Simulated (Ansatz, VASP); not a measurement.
# Two plane-wave programs on MgO

INCAR

```
SYSTEM = MgO
PREC = Accurate
ENCUT = 520
EDIFF = 1E-6
ISMEAR = 0
SIGMA = 0.05
LREAL = .False.
LASPH = .True.
NELM = 60
ALGO = Normal
ISIF = 2
LWAVE = .False.
LCHARG = .True.
GGA = PS
LELF = .True.
LVHAR = .True.
NBANDS = 11
```

KPOINTS

```
Automatic mesh
0
Gamma
  10 10 10
  0 0 0
```

File POSCAR:

```
MgO
1.0
    0.0000000000      2.3835579907      2.1071057202
    2.1071057202      0.0000000000      2.1071057202
    2.1071057202      2.3835579907      0.0000000000
Mg O
1 1
Direct
    0.0000000000      0.0000000000      0.0000000000
    0.5000000000      0.5000000000      0.5000000000
```

Input for Ansatz:

```yaml
crystal:
  lattice:
    - [0.0, 2.3835579907, 2.1071057202]
    - [2.1071057202, 0.0, 2.1071057202]
    - [2.1071057202, 2.3835579907, 0.0]
  atoms:
    - { symbol: Mg, position: [0.0, 0.0, 0.0] }
    - { symbol: O, position: [0.5, 0.5, 0.5] }
basis:
  ecutwfc: 420
kpoints:
  mp_grid: { grid: [10, 10, 10] }
hamiltonian:
  xc: pbesol
scf:
  occupations: { method: gaussian, width: 0.05 }
output:
  forces: true
  stress: true
  eigenvalues: true
```

Change from the starting cell: strain +0.1312 x Voigt [0, 1, 0, 0, 0, 0], atoms carried along.

Alike in both runs: task single point; functional PBEsol; k mesh 10 × 10 × 10; occupations gaussian, width 0.05 eV; no spin polarisation.

|  | VASP | Ansatz |
| --- | --- | --- |
| version | VASP 6.6.1 | Ansatz 0.2.0 |
| potentials or method | VASP PAW PBE potentials, release 64 (Mg, O), cutoff 520 eV | scalar-relativistic, plane waves, PAW |
| valence electrons in the cell | 8 | 16 |

|  | VASP | Ansatz | Ansatz less VASP |
| --- | --- | --- | --- |
| gap on the k mesh at the Fermi level (eV) | 3.37 | 3.38 | +0.008 |
| least direct gap on the mesh (eV) | 3.37 | 3.38 | +0.008 |
| pressure (GPa) | -12.4 | -11.9 | +0.52 |
| traceless stress, the component that is largest in VASP (GPa) | -5.61 | -5.66 | -0.056 |

VASP's potentials were made for PBE, not for PBEsol. VASP's potentials hold 8 valence electrons a cell and Ansatz's 16, so a difference there can come from the potentials and not from the codes.
